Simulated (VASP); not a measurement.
# Sc (Pm-3m) in VASP: notebook

Sc is run at these levels: PBEsol; tasks: single point, relaxation of cell and atoms.

All numbers are computed with VASP 6.6.1; they aren't measurements. Logs are shortened: lines on timing, memory, paths and dates and some standing lists are left out, and cuts for length are marked.

### 1 The cell of the first run

Symmetry: Pm-3m, No. 221, cubic system. The conventional cell has a = 2.916 Å, b = 2.916 Å, c = 2.916 Å, α = 90.00°, β = 90.00°, γ = 90.00°. Within 3.8 Å of Sc (site symmetry m-3m) lie 6 Sc at 2.92 Å.

### 2 Single point, PBEsol

Input file INCAR:

```
PREC     = Accurate       # precision mode
ENCUT    = 520            # plane-wave cutoff, eV
EDIFF    = 1E-7           # SCF threshold, eV
ISMEAR   = 0              # smearing method
SIGMA    = 0.05           # smearing width, eV
LREAL    = F              # projectors in reciprocal space
LASPH    = T              # aspherical terms in the spheres
NELM     = 100            # most SCF steps
ALGO     = Normal         # electronic algorithm
ISIF     = 2              # what is computed and relaxed
LWAVE    = F              # write WAVECAR
LCHARG   = T              # write CHGCAR
GGA      = PS             # functional
LELF     = T              # ELF
LVHAR    = T            
NBANDS   = 12             # bands
```

Input file KPOINTS:

```
Automatic mesh
0
Gamma
  6 6 6
```

Input file POSCAR:

```
Sc
1.0
    2.9164084008      0.0000000000      0.0000000000
    0.0000000000      2.9164084008      0.0000000000
    0.0000000000      0.0000000000      2.9164084008
Sc
1
Direct
    0.0000000000      0.0000000000      0.0000000000
```

Potentials or basis: VASP PAW PBE potentials, release 64 (Sc_sv).

Started as:

```
$ cat potpaw_PBE.64/Sc_sv/POTCAR > POTCAR
$ mpirun -np 1 vasp_std > vasp.out
```

OUTCAR:

```text
PREC = Accurate
   ENCUT = 520
   EDIFF = 1E-7
   ISMEAR = 0
   LREAL = F
   LASPH = T
   NELM = 100
   ISIF = 2
   GGA = PS

 ion  position               nearest neighbor table
   1  0.000  0.000  0.000-

  LATTYP: Found a simple cubic cell.
 ALAT       =     2.9164084008

  Lattice vectors:

 A1 = (   2.9164084008,   0.0000000000,   0.0000000000)
 A2 = (   0.0000000000,   2.9164084008,   0.0000000000)
 A3 = (   0.0000000000,   0.0000000000,   2.9164084008)

Analysis of symmetry for initial positions (statically):
=====================================================================
 Subroutine PRICEL returns:
 Original cell was already a primitive cell.

 Routine SETGRP: Setting up the symmetry group for a
 simple cubic supercell.

 Subroutine GETGRP returns: Found 48 space group operations
 (whereof 48 operations were pure point group operations)
 out of a pool of 48 trial point group operations.

The static configuration has the point symmetry O_h .

Analysis of symmetry for dynamics (positions and initial velocities):
=====================================================================
 Subroutine PRICEL returns:
 Original cell was already a primitive cell.

 Routine SETGRP: Setting up the symmetry group for a
 simple cubic supercell.

 Subroutine GETGRP returns: Found 48 space group operations
 (whereof 48 operations were pure point group operations)
 out of a pool of 48 trial point group operations.

The dynamic configuration has the point symmetry O_h .

 Subroutine INISYM returns: Found 48 space group operations
 (whereof 48 operations are pure point group operations),
 and found     1 'primitive' translations

----------------------------------------------------------------------------------------

                                     Primitive cell

  volume of cell :      24.8053

  direct lattice vectors                    reciprocal lattice vectors
     2.916408401  0.000000000  0.000000000     0.342887505  0.000000000  0.000000000
     0.000000000  2.916408401  0.000000000     0.000000000  0.342887505  0.000000000
     0.000000000  0.000000000  2.916408401     0.000000000  0.000000000  0.342887505

  length of vectors
     2.916408401  2.916408401  2.916408401     0.342887505  0.342887505  0.342887505

  position of ions in fractional coordinates (direct lattice)
     0.000000000  0.000000000  0.000000000

  ion indices of the primitive-cell ions
   primitive index   ion index
                 1           1
[... 73 lines left out ...]
   ISIF   =      2    stress and relaxation
   ISYM   =      2    0-nonsym 1-usesym 2-fastsym
   POTIM  = 0.5000    time-step for ionic-motion
   TEBEG  =    0.0;   TEEND  =   0.0 temperature during run
   PSTRESS=    0.0 pullay stress
   NELECT =      11.0000    total number of electrons
   NUPDOWN=      -1.0000    fix difference up-down
   EMIN   =  10.00;   EMAX   =-10.00  energy-range for DOS
   EFERMI =   0.00;   METHOD = LEGACY
   ISMEAR =     0;   SIGMA  =   0.05  broadening in eV -4-tet -1-fermi 0-gaus
   EFERMI_NEDOS =   21; number of points for ismear=-14 and -15
   IALGO  =     38    algorithm
   IMIX   =      4    mixing-type and parameters
     AMIX     =   0.40;   BMIX     =  1.00
     AMIX_MAG =   1.60;   BMIX_MAG =  1.00
  volume/ion in A,a.u.               =      24.81       167.39
  Fermi-wavevector in a.u.,A,eV,Ry     =   1.248410  2.359154 21.205069  1.558529
  Thomas-Fermi vector in A             =   2.382498
   LORBIT       =      0    0 simple, 1 ext, 2 COOP (PROOUT), +10 PAW based schemes
   GGA     = PS    functional components
   LHFCALC =     F    Hartree Fock is set to
   AEXX    =    0.0000 exact exchange contribution
   IVDW    =     0    specifies the selected vdW correction
   LEPSILON=     F    determine dielectric tensor
   LRPA    =     F    only Hartree local field effects (RPA)
 non-spin polarized calculation
 Gauss-broadening in eV      SIGMA  =   0.05
  energy-cutoff  :      520.00
  volume of cell :       24.81
 maximum number of plane-waves:       691
 NGX is ok and might be reduce to    24
   NGX = 11   NGY = 11   NGZ = 11

 number of electron      10.9999998 magnetization

 Free energy of the ion-electron system (eV)
  ---------------------------------------------------
  ext. energy  EPLUGINS =         0.00000000
  ---------------------------------------------------
  free energy    TOTEN  =        -5.85386280 eV

  energy without entropy =       -5.84967810  energy(sigma->0) =       -5.85177045

 E-fermi :   3.6443     XC(G=0):  -9.9034

 val. band max:        3.5971697843   @ k =   0.5000   0.5000   0.3333
 cond. band min:       3.6454979283   @ k =   0.3333   0.1667   0.0000
 fundamental gap:      0.0483281441
 Fermi energy:         3.6443472070

 k-point     1 :       0.0000    0.0000    0.0000
  band No.  band energies     occupation
      1     -45.7317      2.00000
      2     -24.1475      2.00000
      3     -24.1475      2.00000
      4     -24.1475      2.00000
      5      -1.4576      2.00000
      6       3.0956      2.00000
      7       3.0956      2.00000
      8       7.6381      0.00000
      9       7.6381      0.00000
     10       7.6381      0.00000
     11      16.2821      0.00000
     12      16.2821      0.00000
[... 271 lines left out ...]
 k-point    20 :       0.5000    0.5000    0.5000
  band No.  band energies     occupation
      1     -45.5065      2.00000
      2     -24.5908      2.00000
      3     -24.5908      2.00000
      4     -24.5908      2.00000
      5       3.1184      2.00000
      6       3.1184      2.00000
      7       3.1184      2.00000
      8       8.6999      0.00000
      9       8.6999      0.00000
     10      11.1545      0.00000
     11      12.4387      0.00000
     12      12.4387      0.00000

------------------------ aborting loop because EDIFF is reached ----------------------------------------

  FORCE on cell =-STRESS in cart. coord.  units (eV):
  Direction    XX          YY          ZZ          XY          YZ          ZX
  --------------------------------------------------------------------------------------
  -------------------------------------------------------------------------------------
  Total        0.0023955      0.0023955      0.0023955      0.0000000      0.0000000      0.0000000
  in kB        0.1547271      0.1547271      0.1547271      0.0000000      0.0000000      0.0000000
  external PRESSURE =       0.1547271 kB  Pullay stress =       0.0000000 kB

 VOLUME and BASIS-vectors are now :
 -----------------------------------------------------------------------------
  energy-cutoff  :      520.00
  volume of cell :       24.81
      direct lattice vectors                 reciprocal lattice vectors
     2.916408401  0.000000000  0.000000000     0.342887505  0.000000000  0.000000000
     0.000000000  2.916408401  0.000000000     0.000000000  0.342887505  0.000000000
     0.000000000  0.000000000  2.916408401     0.000000000  0.000000000  0.342887505

 POSITION                                       TOTAL-FORCE (eV/Angst)
 -----------------------------------------------------------------------------------
      0.00000      0.00000      0.00000         0.000000      0.000000      0.000000
 -----------------------------------------------------------------------------------
    total drift:                                0.000000      0.000000     -0.000000

  FREE ENERGIE OF THE ION-ELECTRON SYSTEM (eV)
  ---------------------------------------------------
  free  energy   TOTEN  =        -5.8538628026 eV

  energy  without entropy=       -5.8496781022  energy(sigma->0) =       -5.85177045
```

Run time: 12 s. Hardware: 1 thread of AMD EPYC 7R43 (Zen 3), shared host; peak memory 0.1 GiB.

Results:

- Free energy: -5.8539 eV
- Pressure: 0.0 GPa

Levels at points of the mesh, in eV from the Fermi level:
| k point | band 3 | band 4 | band 5 | band 6 | band 7 | band 8 | band 9 | band 10 |
| --- | --- | --- | --- | --- | --- | --- | --- | --- |
| (0.00, 0.00, 0.00) | -27.79 | -27.79 | -5.10 | -0.55 | -0.55 | 3.99 | 3.99 | 3.99 |
| (0.50, 0.00, 0.00) | -27.74 | -27.74 | -1.68 | -0.46 | 0.09 | 2.34 | 2.34 | 4.15 |
| (0.50, 0.50, 0.00) | -28.32 | -27.69 | -1.86 | 0.25 | 2.71 | 2.71 | 3.87 | 3.87 |
| (0.50, 0.50, 0.50) | -28.24 | -28.24 | -0.53 | -0.53 | -0.53 | 5.06 | 5.06 | 7.51 |

Caveat: the PAW data sets were made with another functional, which shifts forces and pressure a little.

### 3 Relaxation of cell and atoms, PBEsol

This run uses another cell than the first one, of 27.54 Å³/atom, 1.110 times its volume.

Input file INCAR:

```
SYSTEM = Sc
PREC     = Accurate       ! precision mode
ENCUT    = 600            ! plane-wave cutoff, eV
EDIFF    = 1E-6           ! SCF threshold, eV
ISMEAR   = 0              ! smearing method
SIGMA    = 0.05           ! smearing width, eV
LREAL    = .FALSE.        ! projectors in reciprocal space
LASPH    = .TRUE.         ! aspherical terms in the spheres
NELM     = 60             ! most SCF steps
ALGO     = Normal         ! electronic algorithm
ISIF     = 3              ! what is computed and relaxed
LWAVE    = .FALSE.        ! write WAVECAR
LCHARG   = .FALSE.        ! write CHGCAR
GGA      = PS             ! functional
IBRION   = 2              ! ionic algorithm
NSW      = 80             ! ionic steps
EDIFFG   = -0.02          ! ionic threshold
```

Input file KPOINTS:

```
regular mesh
0
G
  6 6 6
  0 0 0
```

Input file POSCAR:

```
Sc
1.0
    3.0200000000      0.0000000000      0.0000000000
    0.0000000000      3.0200000000      0.0000000000
    0.0000000000      0.0000000000      3.0200000000
Sc
1
Direct
    0.0000000000      0.0000000000      0.0000000000
```

Potentials or basis: VASP PAW PBE potentials, release 64 (Sc_sv).

Started as:

```
$ cat potpaw_PBE.64/Sc_sv/POTCAR > POTCAR
$ mpirun -np 1 vasp_std > vasp.out
```

Wall time 15 s (1 thread of AMD EPYC 7R43 (Zen 3), shared host); peak memory 0.11 GiB.

It converged, with:

```
Free energy                            : -5.8545 eV
Relaxed volume                         : 24.86 Å³/atom
Relaxed cell                           : a = 2.919 Å, b = 2.919 Å, c = 2.919 Å, α = 90.00°, β = 90.00°, γ = 90.00°
Space group after relaxing (to 0.05 Å) : Pm-3m (No. 221)
Energy gained by relaxing              : 32.4 meV/atom
Ionic steps                            : 3
Pressure after relaxing                : 0.0 GPa
```

The path:
| step | energy change (eV) | largest force (eV/Å) | pressure (GPa) | volume (Å³) |
| --- | --- | --- | --- | --- |
| 1 | 0.0000 | 0.0000 | -3.59 | 27.54 |
| 2 | -0.0320 | 0.0000 | -0.49 | 25.15 |
| 3 | -0.0324 | 0.0000 | -0.03 | 24.86 |

Final structure:
```xyz
1
Lattice="2.9187 0.0000 0.0000 0.0000 2.9187 0.0000 0.0000 0.0000 2.9187" Properties=species:S:1:pos:R:3 pbc="T T T"
Sc    0.0000    0.0000    0.0000
```

Levels at points of the mesh, in eV from the Fermi level:
```
           k point  band 3  band 4  band 5  band 6  band 7  band 8  band 9
(0.00, 0.00, 0.00)  -27.80  -27.80   -5.10   -0.55   -0.55    3.98    3.98
(0.50, 0.00, 0.00)  -27.74  -27.74   -1.68   -0.46    0.09    2.33    2.33
(0.50, 0.50, 0.00)  -28.32  -27.69   -1.85    0.25    2.71    2.71    3.85
(0.50, 0.50, 0.50)  -28.24  -28.24   -0.52   -0.52   -0.52    5.04    5.04
```

Caveat: the PAW data sets were made with another functional, which shifts forces and pressure a little.
